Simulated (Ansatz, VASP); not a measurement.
**Ge in VASP and in Ansatz**

POSCAR

```
Ge
1.0
    0.0000000000      2.8287700000      2.6873315000
    2.8287700000      0.0000000000      2.6873315000
    2.8287700000      2.8287700000      0.0000000000
Ge
2
Direct
    0.5000000000      0.5000000000      0.5000000000
    0.7500000000      0.7500000000      0.7500000000
```

INCAR.step1

```
PREC = Accurate
ENCUT = 520
ISMEAR = 0
SIGMA = 0.05
LREAL = False
LASPH = True
NELM = 80
NBANDS = 21
GGA = PE
ALGO = Normal
EDIFF = 1E-4
LWAVE = True
LCHARG = False
```

INCAR.step2

```
PREC = Accurate
ENCUT = 520
EDIFF = 1E-6
ISMEAR = 0
SIGMA = 0.05
LREAL = False
LASPH = True
NELM = 80
ALGO = Normal
ISIF = 2
LWAVE = False
LCHARG = False
METAGGA = R2SCAN
LMIXTAU = True
NBANDS = 21
ISTART = 1
```

KPOINTS

```
Automatic mesh
0
Gamma
  10 10 10
```

Input for Ansatz:

```yaml
crystal:
  lattice:
    - [0.0, 2.82877, 2.6873315]
    - [2.82877, 0.0, 2.6873315]
    - [2.82877, 2.82877, 0.0]
  atoms:
    - { symbol: Ge, position: [0.5, 0.5, 0.5] }
    - { symbol: Ge, position: [0.75, 0.75, 0.75] }
basis:
  ecutwfc: 500
kpoints:
  mp_grid: { grid: [10, 10, 10] }
hamiltonian:
  xc: r2scan
scf:
  occupations: { method: gaussian, width: 0.05 }
output:
  forces: true
  stress: true
  eigenvalues: true
```

Change from the starting cell: strain +0.000 along x and y, -0.050 along z, atoms carried along.

Alike in both runs: task single point; functional r2SCAN; k mesh 10 × 10 × 10; occupations gaussian, width 0.05 eV; no spin polarisation.

|  | VASP | Ansatz |
| --- | --- | --- |
| version | VASP 6.6.1 | Ansatz 0.2.0 |
| potentials or method | VASP PAW PBE potentials, release 64 (Ge_d), cutoff 520 eV | scalar-relativistic, plane waves, PAW |
| valence electrons in the cell | 28 | 28 |

Ansatz gave:

```
gap on the k mesh at the Fermi level (eV)                     : 0.08
least direct gap on the mesh (eV)                             : 0.65
pressure (GPa)                                                : 4.9
traceless stress, the component that is largest in VASP (GPa) : 2.65
```

What did VASP give for the same quantities?

gap on the k mesh at the Fermi level (eV): 0.07; least direct gap on the mesh (eV): 0.61; pressure (GPa): 5.0; traceless stress, the component that is largest in VASP (GPa): 2.63.

VASP's potentials were made for PBE, not for r2SCAN.
